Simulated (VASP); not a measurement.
A run of VASP 6.6.1:

File INCAR:

```
ALGO = Normal ; EDIFF = 1E-6
ENCUT = 520 ; GGA = PS
GGA_COMPAT = False ; ISIF = 2
ISMEAR = 0 ; LASPH = True
LCHARG = True ; LELF = True
LREAL = False ; LVHAR = True
LWAVE = False ; NBANDS = 27
NELM = 120 ; PREC = Accurate
SIGMA = 0.1
```

KPOINTS

```
k-points
0
Gamma
  6 6 4
```

Contents of POSCAR:

```
Mg
1.0
    6.4230678126      0.0000000000      0.0000000000
   -3.2115339063      5.5625398959      0.0000000000
    0.0000000000      0.0000000000     10.3412234400
Mg
14
Direct
    0.0080624400      0.5040312200      0.0000000000
    0.9992414400      0.4996207200      0.5000000000
    0.4959687800      0.9919375600      0.0000000000
    0.5003792800      0.0007585600      0.5000000000
    0.4959687800      0.5040312200      0.0000000000
    0.5003792800      0.4996207200      0.5000000000
    0.1659745400      0.8340254600      0.2613089200
    0.1659745400      0.8340254600      0.7386910800
    0.1659745400      0.3319490800      0.2613089200
    0.1659745400      0.3319490800      0.7386910800
    0.6680509200      0.8340254600      0.2613089200
    0.6680509200      0.8340254600      0.7386910800
    0.6666666700      0.3333333300      0.2457916200
    0.6666666700      0.3333333300      0.7542083800
```

Potentials or basis: VASP PAW PBE potentials, release 64 (Mg).

Launch:

```bash
$ cat potpaw_PBE.64/Mg/POTCAR > POTCAR
$ mpirun -np 1 vasp_std > vasp.out
```

Hardware: 1 thread of Intel Xeon 8259CL, on a shared host.

Q: How long does it take, and how much memory?

A: Run time: 7 min on 1 thread of Intel Xeon 8259CL (shared host), peak memory 0.51 GiB. Counts: scf iterations 12, k points 21.
